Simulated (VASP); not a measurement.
Here is a VASP 6.6.1 calculation.

File INCAR:

```
PREC = Accurate ; ENCUT = 600
EDIFF = 1E-6 ; ISMEAR = 0
SIGMA = 0.02 ; LREAL = False
LASPH = True ; NELM = 100
ALGO = Normal ; ISIF = 3
LWAVE = False ; LCHARG = False
GGA = PE ; IBRION = 2
NSW = 70 ; EDIFFG = -0.008
PSTRESS = 40.0
```

The input KPOINTS:

```
regular mesh
0
Gamma
  12 12 4
```

File POSCAR:

```
BN
1.0
    2.4436157006      0.0000000000      0.0000000000
   -1.2218078503      2.1162332738      0.0000000000
    0.0000000000      0.0000000000      7.0725779491
B N
2 2
Direct
    0.3333333333      0.6666666667      0.2500000000
    0.6666666667      0.3333333333      0.7500000000
    0.3333333333      0.6666666667      0.7500000000
    0.6666666667      0.3333333333      0.2500000000
```

Potentials or basis: VASP PAW PBE potentials, release 64 (B, N).

Run with:

```console
$ cat potpaw_PBE.64/B/POTCAR potpaw_PBE.64/N/POTCAR > POTCAR
$ mpirun -np 1 vasp_std > vasp.out
```

(1) Estimate the relaxed cell.

(2) What does it give for the relaxed volume?

## Answers

(1) a = 2.503 Å, b = 2.503 Å, c = 6.426 Å, α = 90.00°, β = 90.00°, γ = 120.00°.

(2) 8.72 Å³/atom.

Caveat: the cell is relaxed towards a set pressure, so the enthalpy falls and the energy may rise; this functional lacks dispersion, which binds the layers, so the pressure and a relaxed spacing across them are unreliable.
